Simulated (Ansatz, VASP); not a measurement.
**One calculation of HfO2, two programs**

Contents of INCAR:

```
SYSTEM = HfO2
PREC = Accurate
ENCUT = 520
EDIFF = 1E-6
ISMEAR = -1
SIGMA = 0.05
LREAL = .False.
LASPH = .True.
NELM = 100
ALGO = Normal
ISIF = 2
LWAVE = .False.
LCHARG = .False.
GGA = PE
NBANDS = 18
```

The input KPOINTS:

```
Automatic mesh
0
Gamma
  5 5 5
  0 0 0
```

The input POSCAR:

```
HfO2
1.0
    0.0000000000      2.5575000000      2.5575000000
    2.5575000000      0.0000000000      2.5575000000
    2.5575000000      2.5575000000      0.0000000000
Hf O
1 2
Direct
    0.0000000000      0.0000000000      0.0000000000
    0.7500000000      0.7500000000      0.7500000000
    0.2500000000      0.2500000000      0.2500000000
```

File input.yaml:

```yaml
crystal:
  lattice:
    - [0.0, 2.5575, 2.5575]
    - [2.5575, 0.0, 2.5575]
    - [2.5575, 2.5575, 0.0]
  atoms:
    - { symbol: Hf, position: [0.0, 0.0, 0.0] }
    - { symbol: O, position: [0.75, 0.75, 0.75] }
    - { symbol: O, position: [0.25, 0.25, 0.25] }
hamiltonian:
  xc: pbe
  pseudopotentials: { kind: paw }
kpoints:
  mp_grid: { grid: [5, 5, 5] }
scf:
  occupations: { method: fermi_dirac, width: 0.05 }
output:
  forces: true
  stress: true
  eigenvalues: true
```

Alike in both runs: task single point; functional PBE; k mesh 5 × 5 × 5; occupations fermi-dirac, width 0.05 eV; no spin polarisation.

|  | VASP | Ansatz |
| --- | --- | --- |
| version | VASP 6.6.1 | Ansatz 0.2.0 |
| potentials or method | VASP PAW PBE potentials, release 64 (Hf_pv, O) | Ansatz PAW |
| plane-wave cutoff (eV) | 520 | 420 |
| valence electrons in the cell | 22 | 38 |

```csv
,VASP,Ansatz,Ansatz less VASP
gap on the k mesh at the Fermi level (eV),4.01,4.02,+0.009
least direct gap on the mesh (eV),4.33,4.33,-0.005
pressure (GPa),-6.0,-2.5,+3.52
```

VASP's potentials hold 22 valence electrons a cell and Ansatz's 38, so a difference there can come from the potentials and not from the codes.

The k mesh is coarse, so the values compare programs but aren't converged. Neither program's run includes spin-orbit coupling. Noted on Ansatz's run: odd divisions of the mesh miss points on the zone boundary, where band edges often lie, so the gap on the mesh can be too wide.
